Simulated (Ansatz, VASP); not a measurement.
# Two plane-wave programs on ScAl2

File POSCAR:

```
ScAl2
1.0
    0.0000000000      3.6200640175      3.6200640175
    3.6200640175      0.0000000000      3.6200640175
    3.6200640175      3.6200640175      0.0000000000
Sc Al
2 4
Direct
    0.5000000000      0.5000000000      0.5000000000
    0.7500000000      0.7500000000      0.7500000000
    0.1250000000      0.1250000000      0.1250000000
    0.6250000000      0.1250000000      0.1250000000
    0.1250000000      0.6250000000      0.1250000000
    0.1250000000      0.1250000000      0.6250000000
```

INCAR.step1

```
SYSTEM = ScAl2
ALGO = Normal
EDIFF = 1E-4
ENCUT = 520
GGA = PE
ISMEAR = 0
LASPH = .TRUE.
LCHARG = .FALSE.
LREAL = .FALSE.
LWAVE = .TRUE.
NBANDS = 26
NELM = 100
PREC = Accurate
SIGMA = 0.1
```

The input INCAR.step2:

```
SYSTEM = ScAl2
ALGO = Normal
EDIFF = 1E-6
ENCUT = 520
ISIF = 2
ISMEAR = 0
ISTART = 1
LASPH = .TRUE.
LCHARG = .FALSE.
LMIXTAU = .TRUE.
LREAL = .FALSE.
LWAVE = .FALSE.
METAGGA = R2SCAN
NBANDS = 26
NELM = 100
PREC = Accurate
SIGMA = 0.1
```

Contents of KPOINTS:

```
k-points
0
G
  8 8 8
  0 0 0
```

Input for Ansatz:

```yaml
crystal:
  lattice:
    - [0.0, 3.6200640175, 3.6200640175]
    - [3.6200640175, 0.0, 3.6200640175]
    - [3.6200640175, 3.6200640175, 0.0]
  atoms:
    - { symbol: Sc, position: [0.5, 0.5, 0.5] }
    - { symbol: Sc, position: [0.75, 0.75, 0.75] }
    - { symbol: Al, position: [0.125, 0.125, 0.125] }
    - { symbol: Al, position: [0.625, 0.125, 0.125] }
    - { symbol: Al, position: [0.125, 0.625, 0.125] }
    - { symbol: Al, position: [0.125, 0.125, 0.625] }
basis:
  ecutwfc: 500
kpoints:
  mp_grid: { grid: [8, 8, 8] }
hamiltonian:
  xc: r2scan
scf:
  occupations: { method: gaussian, width: 0.1 }
output:
  forces: true
  stress: true
  eigenvalues: true
```

Alike in both runs: task single point; functional r2SCAN; k mesh 8 × 8 × 8; occupations gaussian, width 0.1 eV; no spin polarisation.

|  | VASP | Ansatz |
| --- | --- | --- |
| version | VASP 6.6.1 | Ansatz 0.2.0 |
| potentials or method | VASP PAW PBE potentials, release 64 (Sc_sv, Al), cutoff 520 eV | scalar-relativistic, plane waves, PAW |
| valence electrons in the cell | 34 | 34 |

VASP gave:

| Quantity | Value |
| --- | --- |
| gap on the k mesh at the Fermi level (eV) | none |
| pressure (GPa) | 15.7 |

Task: Which values does Ansatz return?

Result: gap on the k mesh at the Fermi level (eV): none; pressure (GPa): 15.6.

VASP's potentials were made for PBE, not for r2SCAN. A gap of «none» marks a metal or a gap that the smearing closes.
